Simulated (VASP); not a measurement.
Here is a VASP 6.6.1 calculation.

Contents of POSCAR:

```
Sb
1.0
    2.1397418462      1.2353805309      3.7327777635
   -2.1397418462      1.2353805309      3.7327777635
    0.0000000000     -2.4707610619      3.7327777635
Sb
2
Direct
    0.7665100000      0.7665100000      0.7665100000
    0.2334900000      0.2334900000      0.2334900000
```

File INCAR.step1:

```
SYSTEM = Sb
PREC = Accurate
ENCUT = 520
EDIFF = 1E-5
ISMEAR = -1
SIGMA = 0.05
LREAL = .FALSE.
LASPH = .TRUE.
NELM = 100
ALGO = Normal
ISIF = 2
LWAVE = .TRUE.
LCHARG = .FALSE.
NBANDS = 12
GGA = PE
```

Contents of INCAR.step2:

```
SYSTEM = Sb
PREC = Accurate
ENCUT = 520
EDIFF = 1E-6
ISMEAR = -1
SIGMA = 0.05
LREAL = .FALSE.
LASPH = .TRUE.
NELM = 100
ALGO = Normal
ISIF = 2
LWAVE = .FALSE.
LCHARG = .FALSE.
GGA = B5
LHFCALC = .TRUE.
AEXX = 0.2
AGGAX = 0.72
AGGAC = 0.81
ALDAC = 0.19
PRECFOCK = Normal
NBANDS = 12
ISTART = 1
```

The input KPOINTS:

```
regular mesh
0
G
  4 4 4
  0 0 0
```

Potentials or basis: VASP PAW PBE potentials, release 64 (Sb).

The run is started by

```bash
$ cat potpaw_PBE.64/Sb/POTCAR > POTCAR
$ cp INCAR.step1 INCAR
$ mpirun -np 1 vasp_std > vasp.out
$ cp INCAR.step2 INCAR
$ mpirun -np 1 vasp_std > vasp.out
```

Question: Predict the band gap on the k mesh.

Answer: 0.80 eV (least direct gap 0.96 eV).

Question: Predict the pressure.

Answer: 5.8 GPa.

Question: Predict the largest force.

Answer: 0.264 eV/Å.

Stress tensor (GPa, compression positive):
```
6.04 0.00 0.00
0.00 6.04 0.00
0.00 0.00 5.19
```

Caveat: the k points lie up to 0.45 Å⁻¹ apart; the PAW data sets were made with another functional, which shifts forces and pressure a little; spin-orbit coupling is left out, which moves the levels of the heavy elements. A k mesh can miss the band edges.
